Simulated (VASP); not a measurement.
# Ru (Fm-3m) in VASP: a series of runs

Runs on Ru. Level: PBEsol. Tasks: relaxation of cell and atoms, single point.

Everything below comes from runs of VASP 6.6.1. Logs are shortened: lines on timing, memory, paths and dates and some standing lists are left out, and cuts for length are marked.

## Step 1: The cell of the first run

Symmetry: Fm-3m, No. 225, cubic system. The conventional cell has a = 3.765 Å, b = 3.765 Å, c = 3.765 Å, α = 90.00°, β = 90.00°, γ = 90.00°. Within 3.5 Å of Ru (site symmetry m-3m) lie 12 Ru at 2.66 Å.

## Step 2: Relaxation of cell and atoms, PBEsol

INCAR reads:

```
SYSTEM = Ru
  ALGO = Normal
  EDIFF = 1E-6
  EDIFFG = -0.01
  ENCUT = 600
  GGA = PS
  IBRION = 2
  ISIF = 3
  ISMEAR = 0
  LASPH = .True.
  LCHARG = .False.
  LREAL = .False.
  LWAVE = .False.
  NELM = 80
  NSW = 80
  PREC = Accurate
  SIGMA = 0.1
```

KPOINTS reads:

```
k-points
0
Gamma
  20 20 20
  0 0 0
```

POSCAR reads:

```
Ru
1.0
    0.0000000000      1.8823898261      1.8823898261
    1.8823898261      0.0000000000      1.8823898261
    1.8823898261      1.8823898261      0.0000000000
Ru
1
Direct
    0.0000000000      0.0000000000      0.0000000000
```

Potentials or basis: VASP PAW PBE potentials, release 64 (Ru_pv).

Launch:

```sh
$ cat potpaw_PBE.64/Ru_pv/POTCAR > POTCAR
$ mpirun -np 1 vasp_std > vasp.out
```

OUTCAR:

```text
SYSTEM = Ru
   EDIFF = 1E-6
   EDIFFG = -0.01
   ENCUT = 600
   GGA = PS
   IBRION = 2
   ISIF = 3
   ISMEAR = 0
   LASPH = .True.
   LREAL = .False.
   NELM = 80
   NSW = 80
   PREC = Accurate

 ion  position               nearest neighbor table
   1  0.000  0.000  0.000-

  LATTYP: Found a face centered cubic cell.
 ALAT       =     3.7647796522

  Lattice vectors:

 A1 = (   0.0000000000,   1.8823898261,   1.8823898261)
 A2 = (   1.8823898261,   0.0000000000,   1.8823898261)
 A3 = (   1.8823898261,   1.8823898261,   0.0000000000)

Analysis of symmetry for initial positions (statically):
[... 5 lines left out ...]
 face centered cubic supercell.

 Subroutine GETGRP returns: Found 48 space group operations
 (whereof 48 operations were pure point group operations)
 out of a pool of 48 trial point group operations.

The static configuration has the point symmetry O_h .

Analysis of symmetry for dynamics (positions and initial velocities):
[... 5 lines left out ...]
 face centered cubic supercell.

 Subroutine GETGRP returns: Found 48 space group operations
 (whereof 48 operations were pure point group operations)
 out of a pool of 48 trial point group operations.

The dynamic configuration has the point symmetry O_h .

 Subroutine INISYM returns: Found 48 space group operations
 (whereof 48 operations are pure point group operations),
 and found     1 'primitive' translations

----------------------------------------------------------------------------------------

                                     Primitive cell

  volume of cell :      13.3401

  direct lattice vectors                    reciprocal lattice vectors
     0.000000000  1.882389826  1.882389826    -0.265619795  0.265619795  0.265619795
     1.882389826  0.000000000  1.882389826     0.265619795 -0.265619795  0.265619795
     1.882389826  1.882389826  0.000000000     0.265619795  0.265619795 -0.265619795

  length of vectors
     2.662101222  2.662101222  2.662101222     0.460066981  0.460066981  0.460066981

  position of ions in fractional coordinates (direct lattice)
     0.000000000  0.000000000  0.000000000

  ion indices of the primitive-cell ions
   primitive index   ion index
                 1           1

----------------------------------------------------------------------------------------

 KPOINTS: k-points

Automatic generation of k-mesh.
 Grid dimensions read from file:
 generate k-points for:   20   20   20

 Generating k-lattice:

  Cartesian coordinates                     Fractional coordinates (reciprocal lattice)
    -0.013280990  0.013280990  0.013280990     0.050000000  0.000000000  0.000000000
     0.013280990 -0.013280990  0.013280990     0.000000000  0.050000000  0.000000000
     0.013280990  0.013280990 -0.013280990     0.000000000  0.000000000  0.050000000

  Length of vectors
     0.023003349  0.023003349  0.023003349

  Shift w.r.t. Gamma in fractional coordinates (k-lattice)
     0.000000000  0.000000000  0.000000000

 Subroutine IBZKPT returns following result:
 ===========================================

 Found    256 irreducible k-points:

 Following reciprocal coordinates:
            Coordinates               Weight
  0.000000  0.000000  0.000000      1.000000
  0.050000  0.000000  0.000000      8.000000
  0.100000  0.000000  0.000000      8.000000
  0.150000  0.000000  0.000000      8.000000
  0.200000  0.000000  0.000000      8.000000
  0.250000  0.000000  0.000000      8.000000
[... 16 lines left out ...]
 -0.400000  0.050000  0.000000     24.000000
 -0.350000  0.050000  0.000000     24.000000
 [... further k-points ...]
   k-points           NKPTS =    256   k-points in BZ     NKDIM =    256   number of bands    NBANDS=     11
   number of dos      NEDOS =    301   number of ions     NIONS =      1
   total plane-waves  NPLWV =  13824
   dimension x,y,z NGX =    24 NGY =   24 NGZ =   24
   dimension x,y,z NGXF=    48 NGYF=   48 NGZF=   48
   ions per type =               1
   NGX,Y,Z   is equivalent  to a cutoff of  14.99, 14.99, 14.99 a.u.
   NGXF,Y,Z  is equivalent  to a cutoff of  29.98, 29.98, 29.98 a.u.
 SYSTEM =  Ru
   PREC   = accura    normal or accurate (medium, high low for compatibility)
   ISTART =      0    job   : 0-new  1-cont  2-samecut
   ICHARG =      2    charge: 1-file 2-atom 10-const
   ISPIN  =      1    spin polarized calculation?
   LNONCOLLINEAR =      F non collinear calculations
   LSORBIT =      F    spin-orbit coupling
   LASPH  =      T    aspherical Exc in radial PAW
   ENCUT  =  600.0 eV  44.10 Ry    6.64 a.u.   5.32  5.32  5.32*2*pi/ulx,y,z
   NELM   =     80;   NELMIN=  2; NELMDL= -5     # of ELM steps
   EDIFF  = 0.1E-05   stopping-criterion for ELM
   LREAL  =      F    real-space projection
   EDIFFG = -.1E-01   stopping-criterion for IOM
   NSW    =     80    number of steps for IOM
   IBRION =      2    ionic relax: 0-MD 1-quasi-New 2-CG
   NFREE  =      1    steps in history (QN), initial steepest desc. (CG)
   ISIF   =      3    stress and relaxation
   ISYM   =      2    0-nonsym 1-usesym 2-fastsym
   POTIM  = 0.5000    time-step for ionic-motion
   TEBEG  =    0.0;   TEEND  =   0.0 temperature during run
   PSTRESS=    0.0 pullay stress
   NELECT =      14.0000    total number of electrons
   NUPDOWN=      -1.0000    fix difference up-down
   EMIN   =  10.00;   EMAX   =-10.00  energy-range for DOS
   EFERMI =   0.00;   METHOD = LEGACY
   ISMEAR =     0;   SIGMA  =   0.10  broadening in eV -4-tet -1-fermi 0-gaus
   EFERMI_NEDOS =   21; number of points for ismear=-14 and -15
   IALGO  =     38    algorithm
   IMIX   =      4    mixing-type and parameters
     AMIX     =   0.40;   BMIX     =  1.00
     AMIX_MAG =   1.60;   BMIX_MAG =  1.00
  volume/ion in A,a.u.               =      13.34        90.02
  Fermi-wavevector in a.u.,A,eV,Ry     =   1.663660  3.143862 37.657730  2.767765
  Thomas-Fermi vector in A             =   2.750339
   LORBIT       =      0    0 simple, 1 ext, 2 COOP (PROOUT), +10 PAW based schemes
   GGA     = PS    functional components
   LHFCALC =     F    Hartree Fock is set to
   AEXX    =    0.0000 exact exchange contribution
   IVDW    =     0    specifies the selected vdW correction
   LEPSILON=     F    determine dielectric tensor
   LRPA    =     F    only Hartree local field effects (RPA)
 conjugate gradient relaxation of ions
 non-spin polarized calculation
 Gauss-broadening in eV      SIGMA  =   0.10
  energy-cutoff  :      600.00
  volume of cell :       13.34
 maximum number of plane-waves:       459
 NGX is ok and might be reduce to    24
   NGX = 11   NGY = 11   NGZ = 11

--------------------------------------- Ionic step        1  -------------------------------------------

 number of electron      14.0000002 magnetization

 Free energy of the ion-electron system (eV)
  ---------------------------------------------------
  ext. energy  EPLUGINS =         0.00000000
  ---------------------------------------------------
  free energy    TOTEN  =       -10.05188254 eV

  energy without entropy =      -10.04513953  energy(sigma->0) =      -10.04851103

------------------------ aborting loop because EDIFF is reached ----------------------------------------

  FORCE on cell =-STRESS in cart. coord.  units (eV):
  Direction    XX          YY          ZZ          XY          YZ          ZX
  --------------------------------------------------------------------------------------
  -------------------------------------------------------------------------------------
  Total        0.0861520      0.0861520      0.0861520      0.0000000      0.0000000     -0.0000000
  in kB       10.3470663     10.3470663     10.3470663      0.0000000      0.0000000     -0.0000000
  external PRESSURE =      10.3470663 kB  Pullay stress =       0.0000000 kB

 VOLUME and BASIS-vectors are now :
 -----------------------------------------------------------------------------
  energy-cutoff  :      600.00
  volume of cell :       13.34
      direct lattice vectors                 reciprocal lattice vectors
     0.000000000  1.882389826  1.882389826    -0.265619795  0.265619795  0.265619795
     1.882389826  0.000000000  1.882389826     0.265619795 -0.265619795  0.265619795
     1.882389826  1.882389826  0.000000000     0.265619795  0.265619795 -0.265619795
[... 36 lines left out ...]
 POSITION                                       TOTAL-FORCE (eV/Angst)
 -----------------------------------------------------------------------------------
      0.00000      0.00000      0.00000        -0.000000     -0.000000     -0.000000
 -----------------------------------------------------------------------------------
    total drift:                                0.000000      0.000000      0.000000

  FREE ENERGIE OF THE ION-ELECTRON SYSTEM (eV)
  ---------------------------------------------------
  free  energy   TOTEN  =       -10.0507187981 eV

  energy  without entropy=      -10.0438714168  energy(sigma->0) =      -10.04729511

--------------------------------------- Ionic step        3  -------------------------------------------

 number of electron      14.0000002 magnetization

 Free energy of the ion-electron system (eV)
  ---------------------------------------------------
  ext. energy  EPLUGINS =         0.00000000
  ---------------------------------------------------
  free energy    TOTEN  =       -10.05200565 eV

  energy without entropy =      -10.04523937  energy(sigma->0) =      -10.04862251

 E-fermi :  12.8968     XC(G=0): -14.3715

 val. band max:       12.8849230356   @ k =   0.1500   0.1000   0.0500
 cond. band min:      12.8991985048   @ k =   0.4000   0.3000   0.1000
 fundamental gap:      0.0142754692
 Fermi energy:        12.8968220275

 k-point     1 :       0.0000    0.0000    0.0000
  band No.  band energies     occupation
      1     -29.4894      2.00000
      2     -29.4894      2.00000
      3     -29.4894      2.00000
      4       4.8123      2.00000
      5      10.2356      2.00000
      6      10.2356      2.00000
      7      10.2356      2.00000
      8      12.7631      1.94133
      9      12.7631      1.94133
     10      23.2708      0.00000
     11      27.8899      0.00000

 k-point     2 :       0.0500    0.0000    0.0000
  band No.  band energies     occupation
      1     -29.5184      2.00000
      2     -29.4931      2.00000
      3     -29.4931      2.00000
      4       4.9217      2.00000
      5      10.1768      2.00000
      6      10.2824      2.00000
      7      10.2824      2.00000
      8      12.7321      1.98015
      9      12.7321      1.98015
     10      23.2708      0.00000
     11      28.0767      0.00000
[... 295 lines left out ...]
 k-point    24 :      -0.3500    0.0500    0.0000
  band No.  band energies     occupation
      1     -30.4335      2.00000
      2     -29.6468      2.00000
      3     -29.6089      2.00000
      4       6.9146      2.00000
      5      10.2705      2.00000
      6      10.3734      2.00000
      7      11.6569      2.00000
      8      13.7096      0.00000
      9      14.5407      0.00000
     10      23.2674      0.00000
     11      25.3750      0.00000

 [... further k-points ...]
[... 5 lines left out ...]
  --------------------------------------------------------------------------------------
  -------------------------------------------------------------------------------------
  Total        0.0048192      0.0048192      0.0048192      0.0000000      0.0000000      0.0000000
  in kB        0.5771909      0.5771909      0.5771909      0.0000000      0.0000000      0.0000000
  external PRESSURE =       0.5771909 kB  Pullay stress =       0.0000000 kB

 VOLUME and BASIS-vectors are now :
 -----------------------------------------------------------------------------
  energy-cutoff  :      600.00
  volume of cell :       13.38
      direct lattice vectors                 reciprocal lattice vectors
     0.000000000  1.884138709  1.884138709    -0.265373243  0.265373243  0.265373243
     1.884138709  0.000000000  1.884138709     0.265373243 -0.265373243  0.265373243
     1.884138709  1.884138709 -0.000000000     0.265373243  0.265373243 -0.265373243

 POSITION                                       TOTAL-FORCE (eV/Angst)
 -----------------------------------------------------------------------------------
      0.00000      0.00000      0.00000         0.000000      0.000000      0.000000
 -----------------------------------------------------------------------------------
    total drift:                               -0.000000      0.000000     -0.000000

  FREE ENERGIE OF THE ION-ELECTRON SYSTEM (eV)
  ---------------------------------------------------
  free  energy   TOTEN  =       -10.0520056537 eV

  energy  without entropy=      -10.0452393653  energy(sigma->0) =      -10.04862251

 reached required accuracy - stopping structural energy minimisation
```

It took 25 s on 1 thread of Intel Xeon 6975P-C (Granite Rapids), shared host; peak memory 0.18 GiB.

Results:

```yaml
Free_energy: -10.0520 eV
Relaxed_volume: 13.38 Å³/atom
Relaxed_cell: a = 2.665 Å, b = 2.665 Å, c = 2.665 Å, α = 60.00°, β = 60.00°, γ = 60.00°
Space_group_after_relaxing_to_0.05_Å: Fm-3m (No. 225)
Energy_gained_by_relaxing: 0.1 meV/atom
Ionic_steps: 3
Pressure_after_relaxing: 0.1 GPa
Band_gap_on_the_k_mesh: zero (band 7 reaches 15.22 eV, above the bottom of band 8 at 11.49 eV)
```

The path:
```tsv
step	energy change (eV)	largest force (eV/Å)	pressure (GPa)	volume (Å³)
1	0.0000	0.0000	1.03	13.34
2	0.0012	0.0000	-3.00	13.51
3	-0.0001	0.0000	0.06	13.38
```

Final structure:
```xyz
1
Lattice="0.0000 1.8841 1.8841 1.8841 0.0000 1.8841 1.8841 1.8841 0.0000" Properties=species:S:1:pos:R:3 pbc="T T T"
Ru    0.0000    0.0000    0.0000
```

Caveat: the PAW data sets were made with another functional, which shifts forces and pressure a little.

## Step 3: Single point, PBEsol

INCAR reads:

```
  PREC = Accurate
  ENCUT = 520
  EDIFF = 1E-7
  ISMEAR = 0
  SIGMA = 0.1
  LREAL = False
  LASPH = True
  NELM = 80
  ALGO = Normal
  ISIF = 2
  LWAVE = False
  LCHARG = False
  GGA = PS
  NBANDS = 13
```

KPOINTS reads:

```
Automatic mesh
0
Gamma
  8 8 8
```

POSCAR is that of step 2.

Potentials or basis: VASP PAW PBE potentials, release 64 (Ru_pv).

Launch:

```sh
$ cat potpaw_PBE.64/Ru_pv/POTCAR > POTCAR
$ mpirun -np 1 vasp_std > vasp.out
```

It took 2.6 s on 1 thread of Intel Xeon 6975P-C (Granite Rapids), shared host; peak memory 0.12 GiB.

The run converged. Its results:

```yaml
Free_energy: -10.0937 eV
Pressure: -0.1 GPa
Band_gap_on_the_k_mesh: zero (band 7 reaches 15.29 eV, above the bottom of band 8 at 12.05 eV)
```

Levels at points of the mesh, in eV from the Fermi level:
| k point | band 4 | band 5 | band 6 | band 7 | band 8 | band 9 | band 10 | band 11 |
| --- | --- | --- | --- | --- | --- | --- | --- | --- |
| (0.00, 0.00, 0.00) | -7.97 | -2.53 | -2.53 | -2.53 | 0.01 | 0.01 | 10.53 | 15.12 |
| (0.50, 0.00, 0.00) | -6.12 | -2.66 | -2.66 | 1.11 | 1.94 | 1.94 | 10.36 | 10.60 |
| (0.50, 0.50, 0.00) | -6.46 | -5.96 | 1.90 | 2.48 | 2.48 | 3.79 | 10.53 | 13.65 |

Caveat: the k points lie up to 0.36 Å⁻¹ apart; the PAW data sets were made with another functional, which shifts forces and pressure a little.

[end of part 1 of 2]
